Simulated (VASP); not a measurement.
Wanted: the native input for a VASP 6.6.1 run.

| Item | Value |
| --- | --- |
| Task | single point |
| Functional | PBEsol |
| Potentials or basis | VASP PAW PBE potentials, release 64 (K_sv, Cl) |
| Cutoff | 520 eV |
| k mesh | 6 × 6 × 6 |
| Occupations | gaussian, width 0.05 eV |
| Spin | no spin polarisation |
| Dipole correction | no |
| Further INCAR settings | ALGO = Normal; EDIFF = 1e-06; NBANDS = 15 |

The structure of KCl lies in POSCAR:

```
KCl
1.0
    3.8391960000      0.0000000000      0.0000000000
    0.0000000000      3.8391960000      0.0000000000
    0.0000000000      0.0000000000      3.8391960000
K Cl
1 1
Direct
    0.0000000000      0.0000000000      0.0000000000
    0.4631638092      0.4631638092      0.4739528797
```

This cell differs from its parent crystal: atom 2 (Cl) moved by (-0.200, -0.100) A along [1 1 0] and z.

The input as run:

INCAR

```
PREC     = Accurate       # precision mode
ENCUT    = 520            # plane-wave cutoff, eV
EDIFF    = 1E-6           # SCF threshold, eV
ISMEAR   = 0              # smearing method
SIGMA    = 0.05           # smearing width, eV
LREAL    = False          # projectors in reciprocal space
LASPH    = True           # aspherical terms in the spheres
NELM     = 60             # most SCF steps
ALGO     = Normal         # electronic algorithm
ISIF     = 2              # what is computed and relaxed
LWAVE    = False          # write WAVECAR
LCHARG   = True           # write CHGCAR
GGA      = PS             # functional
LELF     = True           # ELF
LVHAR    = True         
NBANDS   = 15             # bands
```

KPOINTS

```
regular mesh
0
Gamma
  6 6 6
```

Potentials or basis: VASP PAW PBE potentials, release 64 (K_sv, Cl).

Launch:

```console
$ cat potpaw_PBE.64/K_sv/POTCAR potpaw_PBE.64/Cl/POTCAR > POTCAR
$ mpirun -np 1 vasp_std > vasp.out
```

Results of the run:

| Quantity | Value |
| --- | --- |
| Pressure | -1.1 GPa |
| Largest force | 0.135 eV/Å |
| Band gap on the k mesh | 4.64 eV (least direct gap 4.84 eV) |

Caveat: the cell differs from its parent crystal (atom 2 (Cl) moved by (-0.200, -0.100) A along [1 1 0] and z); the PAW data sets were made with another functional, which shifts forces and pressure a little.

Run time: 23 s on 1 thread of Intel(R) Xeon(R) 6975P-C (Granite Rapids) (shared host), peak memory 0.2 GiB.
